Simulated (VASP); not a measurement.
A run of VASP 6.6.1 is set up as follows.

File INCAR:

```
ALGO = Normal ; EDIFF = 1E-6
ENCUT = 600 ; GGA = PE
GGA_COMPAT = False ; ISIF = 2
ISMEAR = 1 ; LASPH = True
LCHARG = True ; LELF = True
LREAL = False ; LVHAR = True
LWAVE = False ; NBANDS = 11
NELM = 120 ; PREC = Accurate
SIGMA = 0.05
```

File KPOINTS:

```
k-points
0
Gamma
  6 6 6
```

File POSCAR:

```
MgO
1.0
    2.6233491285      0.0000000000      0.0000000000
    0.0000000000      2.6233491285      0.0000000000
    0.0000000000      0.0000000000      2.6233491285
Mg O
1 1
Direct
    0.0000000000      0.0000000000      0.0000000000
    0.5000000000      0.5000000000      0.5000000000
```

Potentials or basis: VASP PAW PBE potentials, release 64 (Mg, O).

The run is started by

```sh
$ cat potpaw_PBE.64/Mg/POTCAR potpaw_PBE.64/O/POTCAR > POTCAR
$ mpirun -np 1 vasp_std > vasp.out
```

(1) Estimate the band gap on the k mesh.

(2) Estimate the pressure.

Answers

(1) 2.62 eV, indirect (least direct gap 3.64 eV).

(2) 5.3 GPa.
